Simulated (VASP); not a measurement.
Input of a VASP 6.6.1 run:

The input INCAR:

```
ALGO     = Normal         # electronic algorithm
EDIFF    = 1E-6           # SCF threshold, eV
ENCUT    = 600            # plane-wave cutoff, eV
GGA      = CA             # functional
GGA_COMPAT= F            
ISIF     = 2              # what is computed and relaxed
ISMEAR   = 0              # smearing method
LASPH    = T              # aspherical terms in the spheres
LCHARG   = F              # write CHGCAR
LREAL    = F              # projectors in reciprocal space
LWAVE    = F              # write WAVECAR
NBANDS   = 11             # bands
NELM     = 120            # most SCF steps
PREC     = Accurate       # precision mode
SIGMA    = 0.1            # smearing width, eV
```

KPOINTS

```
k-points
0
Gamma
  10 10 10
```

File POSCAR:

```
BN
1.0
    0.0000000000      1.7899407152      1.7899407152
    1.7899407152      0.0000000000      1.7899407152
    1.7899407152      1.7899407152      0.0000000000
B N
1 1
Direct
    0.0000000000      0.0000000000      0.0000000000
    0.2500000000      0.2500000000      0.2500000000
```

Potentials or basis: VASP PAW LDA potentials, release 64 (B, N).

The run is started by

```bash
$ cat potpaw_LDA.64/B/POTCAR potpaw_LDA.64/N/POTCAR > POTCAR
$ mpirun -np 1 vasp_std > vasp.out
```

Problem. Predict the pressure.

Solution. 1.0 GPa.

Problem. Predict the band gap on the k mesh.

Solution. 4.38 eV, indirect (least direct gap 8.82 eV).

A k mesh can miss the band edges.
